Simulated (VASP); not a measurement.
A run of VASP 6.6.1:

Contents of INCAR:

```
SYSTEM = Hf
ALGO = Fast
DIPOL = 0.5 0.5 0.500
EDIFF = 1E-6
ENCUT = 520
GGA = PE
IDIPOL = 3
ISIF = 2
ISMEAR = 0
LASPH = .TRUE.
LCHARG = .FALSE.
LDIPOL = .TRUE.
LREAL = .FALSE.
LWAVE = .FALSE.
NBANDS = 50
NELM = 100
PREC = Accurate
SIGMA = 0.1
```

The input KPOINTS:

```
k-points
0
G
  12 12 1
  0 0 0
```

The input POSCAR:

```
Hf
1.0
    3.2047644779      0.0000000000      0.0000000000
   -1.6023822390      2.7754074510      0.0000000000
    0.0000000000      0.0000000000     32.7365208068
Hf
8
Direct
    0.3333333333      0.6666666667      0.2291019270
    0.6666666667      0.3333333333      0.3065013764
    0.3333333333      0.6666666667      0.3839008259
    0.6666666667      0.3333333333      0.4613002753
    0.3333333333      0.6666666667      0.5386997247
    0.6666666667      0.3333333333      0.6160991741
    0.3333333333      0.6666666667      0.6934986236
    0.6666666667      0.3333333333      0.7708980730
```

Potentials or basis: VASP PAW PBE potentials, release 64 (Hf_pv).

Command:

```console
$ cat potpaw_PBE.64/Hf_pv/POTCAR > POTCAR
$ mpirun -np 1 vasp_std > vasp.out
```

Hardware: 1 thread of AMD EPYC 9R45 96-Core Processor (Zen 5), with other jobs on the host.

**Question.** Estimate the wall time of this run.

**Answer.** Run time: 9.1 min on 1 thread of AMD EPYC 9R45 96-Core Processor (Zen 5) (shared host), peak memory 0.45 GiB. Counts: scf iterations 44, k points 19.
